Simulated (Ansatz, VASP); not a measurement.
# Two plane-wave programs on CaSe

File INCAR:

```
SYSTEM = CaSe
PREC = Accurate
ENCUT = 520
EDIFF = 1E-7
ISMEAR = 0
SIGMA = 0.05
LREAL = .FALSE.
LASPH = .TRUE.
NELM = 100
ALGO = Normal
ISIF = 2
LWAVE = .FALSE.
LCHARG = .FALSE.
GGA = PE
NBANDS = 15
```

KPOINTS

```
regular mesh
0
G
  6 6 6
  0 0 0
```

POSCAR

```
CaSe
1.0
    0.0000000000      3.0360000000      3.0360000000
    3.0360000000      0.0000000000      3.0360000000
    3.0360000000      3.0360000000      0.0000000000
Ca Se
1 1
Direct
    0.0000000000      0.0000000000      0.0000000000
    0.7500000000      0.7500000000      0.7500000000
```

Input for Ansatz:

```yaml
crystal:
  lattice:
    - [0.0, 3.036, 3.036]
    - [3.036, 0.0, 3.036]
    - [3.036, 3.036, 0.0]
  atoms:
    - { symbol: Ca, position: [0.0, 0.0, 0.0] }
    - { symbol: Se, position: [0.75, 0.75, 0.75] }
basis:
  ecutwfc: 420
kpoints:
  mp_grid: { grid: [6, 6, 6] }
hamiltonian:
  xc: pbe
scf:
  occupations: { method: gaussian, width: 0.05 }
output:
  forces: true
  stress: true
  eigenvalues: true
```

Change from the starting cell: strain -0.080 along x and y, -0.080 along z, atoms carried along.

Alike in both runs: task single point; functional PBE; k mesh 6 × 6 × 6; occupations gaussian, width 0.05 eV; no spin polarisation.

|  | VASP | Ansatz |
| --- | --- | --- |
| version | VASP 6.6.1 | Ansatz 0.2.0 |
| potentials or method | VASP PAW PBE potentials, release 64 (Ca_sv, Se), cutoff 520 eV | scalar-relativistic, plane waves, PAW |
| valence electrons in the cell | 16 | 26 |

|  | VASP | Ansatz | Ansatz less VASP |
| --- | --- | --- | --- |
| gap on the k mesh at the Fermi level (eV) | 3.44 | 3.45 | +0.009 |
| least direct gap on the mesh (eV) | 3.44 | 3.45 | +0.009 |
| pressure (GPa) | 13.2 | 12.9 | -0.26 |

VASP's potentials hold 16 valence electrons a cell and Ansatz's 26, so a difference there can come from the potentials and not from the codes.
